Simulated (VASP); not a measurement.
# LiF (P1) in VASP: single point with PBE

Aim: the single point of LiF with PBE.

Program: VASP 6.6.1. These are calculated values, not measurements. Logs are shortened: lines on timing, memory, paths and dates and some standing lists are left out, and cuts for length are marked.

## (1) The cell of the first run

The typed cell holds 12 atoms: a = 5.262 Å, b = 5.733 Å, c = 6.068 Å, α = 60.38°, β = 57.37°, γ = 59.19°.

## (2) Single point, PBE

The input, INCAR:

```
SYSTEM = LiF
PREC     = Accurate       ! precision mode
ENCUT    = 520            ! plane-wave cutoff, eV
EDIFF    = 1E-6           ! SCF threshold, eV
ISMEAR   = 0              ! smearing method
SIGMA    = 0.1            ! smearing width, eV
LREAL    = .FALSE.        ! projectors in reciprocal space
LASPH    = .TRUE.         ! aspherical terms in the spheres
NELM     = 100            ! most SCF steps
ALGO     = Normal         ! electronic algorithm
ISIF     = 2              ! what is computed and relaxed
LWAVE    = .FALSE.        ! write WAVECAR
LCHARG   = .FALSE.        ! write CHGCAR
GGA      = PE             ! functional
NBANDS   = 42             ! bands
```

The input, KPOINTS:

```
Automatic mesh
0
G
  4 4 4
  0 0 0
```

The input, POSCAR:

```
LiF
1.0
   -5.2462310738      0.1316899113     -0.3799351360
   -2.7523305836      4.9377852180     -0.9525828781
   -2.8785779708      0.8608309676     -5.2721272174
Li F
6 6
Direct
    0.9217209191      1.0064491994      0.8359256346
    0.5019605398      0.6585655166      0.4706878413
    0.6871618458      1.0956007508      0.5159128834
    0.1818132219      0.8545614427      0.1642184409
    0.1256470691      0.3766663724      0.8683356349
    0.4200688001      0.2743846932      0.1630907232
    0.5844125759      0.3344993984      0.7643494147
    0.0866438154      0.1873840811      0.2331891220
    0.2776133502      1.0418826139      0.7802775437
    0.7447343284      0.9130681991      0.2433380893
    1.0110708372      0.7557446327      0.6878911636
    0.4571526971      0.5011930998      0.2727835082
```

Potentials or basis: VASP PAW PBE potentials, release 64 (Li_sv, F).

Command:

```bash
$ cat potpaw_PBE.64/Li_sv/POTCAR potpaw_PBE.64/F/POTCAR > POTCAR
$ mpirun -np 1 vasp_std > vasp.out
```

OUTCAR:

```text
SYSTEM = LiF
   PREC = Accurate
   ENCUT = 520
   EDIFF = 1E-6
   ISMEAR = 0
   LREAL = .FALSE.
   LASPH = .TRUE.
   NELM = 100
   ISIF = 2
   GGA = PE

 ion  position               nearest neighbor table
   1  0.922  0.006  0.836-  11 1.80   9 1.82   7 1.87  10 2.00   6 2.54   3 2.55   4 2.57
   2  0.502  0.659  0.471-   7 1.88  10 1.92  12 1.98  11 2.07   5 2.57
   3  0.687  0.096  0.516-   9 1.94   8 2.00  11 2.07  12 2.17  10 2.18   7 2.20   4 2.55   1 2.55

   4  0.182  0.855  0.164-  12 1.83   9 1.91   8 1.91  10 1.95   3 2.55   1 2.57   5 2.57
   5  0.126  0.377  0.868-  11 1.82   8 1.87   9 1.89   7 2.05   4 2.57   2 2.57
   6  0.420  0.274  0.163-   8 1.84  12 1.85  10 1.93   7 1.99   1 2.54
   7  0.584  0.334  0.764-   1 1.87   2 1.88   6 1.99   5 2.05   3 2.20
   8  0.087  0.187  0.233-   6 1.84   5 1.87   4 1.91   3 2.00
   9  0.278  0.042  0.780-   1 1.82   5 1.89   4 1.91   3 1.94
  10  0.745  0.913  0.243-   2 1.92   6 1.93   4 1.95   1 2.00   3 2.18
  11  0.011  0.756  0.688-   1 1.80   5 1.82   3 2.07   2 2.07
  12  0.457  0.501  0.273-   4 1.83   6 1.85   2 1.98   3 2.17

  LATTYP: Found a triclinic cell.
 ALAT       =     9.0441605789
 B/A-ratio  =     0.6020255365
 C/A-ratio  =     0.6709478458
 COS(alpha) =     0.0006834014
 COS(beta)  =     0.3141444920
 COS(gamma) =     0.8504445914

  Lattice vectors:

 A1 = (   7.7401315640,   4.6744053954,  -0.1927126061)
 A2 = (   2.4939004902,   4.8060953067,  -0.5726477421)
 A3 = (   2.8785779708,  -0.8608309676,   5.2721272174)

Analysis of symmetry for initial positions (statically):
=====================================================================
 Subroutine PRICEL returns:
 Original cell was already a primitive cell.

 Routine SETGRP: Setting up the symmetry group for a
 triclinic supercell.

 Subroutine GETGRP returns: Found  1 space group operations
 (whereof  1 operations were pure point group operations)
 out of a pool of  2 trial point group operations.

The static configuration has the point symmetry C_1 .

Analysis of symmetry for dynamics (positions and initial velocities):
=====================================================================
 Subroutine PRICEL returns:
 Original cell was already a primitive cell.

 Routine SETGRP: Setting up the symmetry group for a
 triclinic supercell.

 Subroutine GETGRP returns: Found  1 space group operations
[... 133 lines left out ...]
   PSTRESS=    0.0 pullay stress
   NELECT =      60.0000    total number of electrons
   NUPDOWN=      -1.0000    fix difference up-down
   EMIN   =  10.00;   EMAX   =-10.00  energy-range for DOS
   EFERMI =   0.00;   METHOD = LEGACY
   ISMEAR =     0;   SIGMA  =   0.10  broadening in eV -4-tet -1-fermi 0-gaus
   EFERMI_NEDOS =   21; number of points for ismear=-14 and -15
   IALGO  =     38    algorithm
   IMIX   =      4    mixing-type and parameters
     AMIX     =   0.40;   BMIX     =  1.00
     AMIX_MAG =   1.60;   BMIX_MAG =  1.00
  volume/ion in A,a.u.               =      10.52        70.98
  Fermi-wavevector in a.u.,A,eV,Ry     =   1.277657  2.414422 22.210262  1.632408
  Thomas-Fermi vector in A             =   2.410244
   LORBIT       =      0    0 simple, 1 ext, 2 COOP (PROOUT), +10 PAW based schemes
   GGA     = PE    functional components
   LHFCALC =     F    Hartree Fock is set to
   AEXX    =    0.0000 exact exchange contribution
   IVDW    =     0    specifies the selected vdW correction
   LEPSILON=     F    determine dielectric tensor
   LRPA    =     F    only Hartree local field effects (RPA)
 non-spin polarized calculation
 Gauss-broadening in eV      SIGMA  =   0.10
  energy-cutoff  :      520.00
  volume of cell :      126.22
 maximum number of plane-waves:      3426
   NGX = 19   NGY = 21   NGZ = 23

 number of electron      60.0000004 magnetization

 Free energy of the ion-electron system (eV)
  ---------------------------------------------------
  ext. energy  EPLUGINS =         0.00000000
  ---------------------------------------------------
  free energy    TOTEN  =       -56.77155868 eV

  energy without entropy =      -56.77155868  energy(sigma->0) =      -56.77155868

 E-fermi :  -1.9010     XC(G=0):  -8.5578

 val. band max:       -2.3880486970   @ k =  -0.0000   0.2500   0.0000
 cond. band min:       4.7397700692   @ k =   0.0000   0.0000   0.0000
 fundamental gap:      7.1278187662
 Fermi energy:        -1.9009783597

 k-point     1 :       0.0000    0.0000    0.0000
  band No.  band energies     occupation
      1     -43.7793      2.00000
      2     -43.7014      2.00000
      3     -43.5575      2.00000
      4     -43.5254      2.00000
      5     -43.4387      2.00000
      6     -43.3253      2.00000
[... 1069 lines left out ...]
     41      12.4654      0.00000
     42      12.8975      0.00000

 [... further k-points ...]

------------------------ aborting loop because EDIFF is reached ----------------------------------------

  FORCE on cell =-STRESS in cart. coord.  units (eV):
  Direction    XX          YY          ZZ          XY          YZ          ZX
  --------------------------------------------------------------------------------------
  -------------------------------------------------------------------------------------
  Total       -0.1067123     -0.0603402     -0.1148680     -0.0406740     -0.0337473      0.0358960
  in kB       -1.3545416     -0.7659227     -1.4580659     -0.5162910     -0.4283680      0.4556424
  external PRESSURE =      -1.1928434 kB  Pullay stress =       0.0000000 kB

 VOLUME and BASIS-vectors are now :
 -----------------------------------------------------------------------------
  energy-cutoff  :      520.00
  volume of cell :      126.22
      direct lattice vectors                 reciprocal lattice vectors
    -5.246231074  0.131689911 -0.379935136    -0.199749352 -0.093237470  0.093839234
    -2.752330584  4.937785218 -0.952582878     0.002909383  0.210464706  0.032776078
    -2.878577971  0.860830968 -5.272127217     0.013869235 -0.031308213 -0.202361345

 POSITION                                       TOTAL-FORCE (eV/Angst)
 -----------------------------------------------------------------------------------
     -7.25959      0.87282     -4.76344         0.004715      0.009397     -0.016396
     -5.80090      3.72314     -3.29958        -0.000230      0.003938     -0.003478
     -5.35323      1.00666     -3.07210        -0.007832      0.000109      0.006623
     -3.77859      4.38495     -1.74890         0.008010      0.002663     -0.000989
     -4.19546      2.62393     -4.98452        -0.003193      0.004400      0.002463
     -3.42844      1.55057     -1.28081        -0.000745     -0.000931      0.004425
     -6.18686      2.38662     -4.57042         0.008047      0.009379     -0.007790
     -1.64155      1.13741     -1.44082        -0.002102     -0.001709     -0.008672
     -3.81779      0.91505     -4.25909        -0.011750     -0.008281      0.009833
     -7.12058      4.81608     -2.43563         0.004453      0.001593      0.006063
     -4.11829      4.32532     -4.35077         0.016187     -0.010547      0.020541
     -4.56301      2.76981     -2.08927        -0.015559     -0.010010     -0.012626
 -----------------------------------------------------------------------------------
    total drift:                                0.001200      0.000559      0.000153

  FREE ENERGIE OF THE ION-ELECTRON SYSTEM (eV)
  ---------------------------------------------------
  free  energy   TOTEN  =       -56.7715586791 eV

  energy  without entropy=      -56.7715586791  energy(sigma->0) =      -56.77155868
```

OSZICAR:

```text
N       E                     dE             d eps       ncg     rms          rms(c)
DAV:   1     0.544567621265E+03    0.54457E+03   -0.30527E+04  3024   0.156E+03
DAV:   2    -0.608181092162E+01   -0.55065E+03   -0.52595E+03  3466   0.419E+02
DAV:   3    -0.556403768692E+02   -0.49559E+02   -0.49319E+02  4266   0.112E+02
DAV:   4    -0.608833795243E+02   -0.52430E+01   -0.52096E+01  5312   0.328E+01
DAV:   5    -0.613085330266E+02   -0.42515E+00   -0.42503E+00  4184   0.633E+00    0.126E+01
DAV:   6    -0.566598558692E+02    0.46487E+01   -0.15942E+01  3524   0.203E+01    0.407E+00
DAV:   7    -0.567053603823E+02   -0.45505E-01   -0.11678E+00  4640   0.404E+00    0.267E+00
DAV:   8    -0.567618134620E+02   -0.56453E-01   -0.26843E-01  3318   0.363E+00    0.670E-01
DAV:   9    -0.567668852256E+02   -0.50718E-02   -0.64542E-02  4016   0.133E+00    0.201E-01
DAV:  10    -0.567710932716E+02   -0.42080E-02   -0.69941E-03  4172   0.389E-01    0.824E-02
DAV:  11    -0.567715317355E+02   -0.43846E-03   -0.55159E-04  3896   0.148E-01    0.298E-02
DAV:  12    -0.567715533137E+02   -0.21578E-04   -0.86344E-05  4288   0.528E-02    0.104E-02
DAV:  13    -0.567715588681E+02   -0.55545E-05   -0.21216E-05  4328   0.287E-02    0.541E-03
DAV:  14    -0.567715586791E+02    0.18904E-06   -0.37917E-06  3728   0.128E-02
   1 F= -.56771559E+02 E0= -.56771559E+02  d E =-.227590E-12
```

stdout:

```text
POSCAR found type information on POSCAR LiF
 POSCAR found :  2 types and      12 ions
 scaLAPACK will be used
 LDA part: xc-table for (Slater+PW92), standard interpolation
 POSCAR, INCAR and KPOINTS ok, starting setup
 FFT: planning ... GRIDC
 FFT: planning ... GRID_SOFT
 FFT: planning ... GRID
 WAVECAR not read
 entering main loop
```

It took 2.6 min on 1 thread of Intel Xeon 6975P-C (Granite Rapids), shared host; peak memory 0.34 GiB.

What came out:

```yaml
Free_energy: -56.7716 eV
Largest_force: 0.028 eV/Å
Band_gap_on_the_k_mesh: 7.13 eV, indirect (the least direct gap lies 3.6 meV higher)
```

Forces in eV/Å, atoms in the order of the input:
```
Li   0.005  0.009 -0.016
Li   0.000  0.004 -0.003
Li  -0.008  0.000  0.007
Li   0.008  0.003 -0.001
Li  -0.003  0.004  0.002
Li  -0.001 -0.001  0.004
F    0.008  0.009 -0.008
F   -0.002 -0.002 -0.009
F   -0.012 -0.008  0.010
F    0.004  0.002  0.006
F    0.016 -0.011  0.021
F   -0.016 -0.010 -0.013
```

Levels at points of the mesh, in eV from the valence-band top:
```
           k point  band 28  band 29  band 30  band 31  band 32  band 33
(0.00, 0.00, 0.00)    -0.34    -0.20     0.00     7.13    10.99    11.15
(0.50, 0.00, 0.00)    -0.37    -0.30    -0.07     8.96     9.39     9.77
(0.00, 0.50, 0.00)    -0.44    -0.23    -0.01     8.39     9.32    10.29
(0.50, 0.50, 0.00)    -0.41    -0.32    -0.13     8.99     9.50    10.45
(0.00, 0.00, 0.50)    -0.35    -0.30    -0.11     8.61     8.81    10.82
(0.50, 0.00, 0.50)    -0.38    -0.22    -0.02     9.00     9.25    10.37
(0.00, 0.50, 0.50)    -0.41    -0.26    -0.07     8.82     9.39    10.54
(0.50, 0.50, 0.50)    -0.37    -0.24    -0.06     8.46     9.13    10.52
```

Caveat: the cutoff is under 1.25 times the usual one of these potentials, so pressure, stress and relaxed cells hold a basis-set (Pulay) error. As with any semilocal functional, this PBE gap is likely too small.
